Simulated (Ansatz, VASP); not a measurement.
# Two plane-wave programs on Pt

```
CELL_PARAMETERS angstrom
2.67811 0.00000 0.00000
-0.89270 2.52495 0.00000
-0.89270 -1.26247 2.18667
ATOMIC_POSITIONS crystal
Pt 0.00000 0.00000 0.00000
```

Alike in both runs: functional PBEsol; dispersion D3(BJ); k mesh 13 × 13 × 13; occupations fermi-dirac, width 0.05 eV; no spin polarisation.

Ansatz relaxed the structure, and its values are those at the end. VASP's run is a single point on that final structure, the one shown.

```csv
,VASP,Ansatz
version,VASP 6.6.1,Ansatz 0.2.0
potentials or method,"VASP PAW PBE potentials, release 64 (Pt), cutoff 520 eV","plane waves, PAW"
valence electrons in the cell,10,18
```

|  | VASP | Ansatz | Ansatz less VASP |
| --- | --- | --- | --- |
| pressure (GPa) | -0.4 | 0.0 | +0.35 |

VASP's potentials were made for PBE, not for PBEsol. VASP's potentials hold 10 valence electrons a cell and Ansatz's 18, so a difference there can come from the potentials and not from the codes. Ansatz's warnings: stress scf threshold loose.

Neither program's run includes spin-orbit coupling.
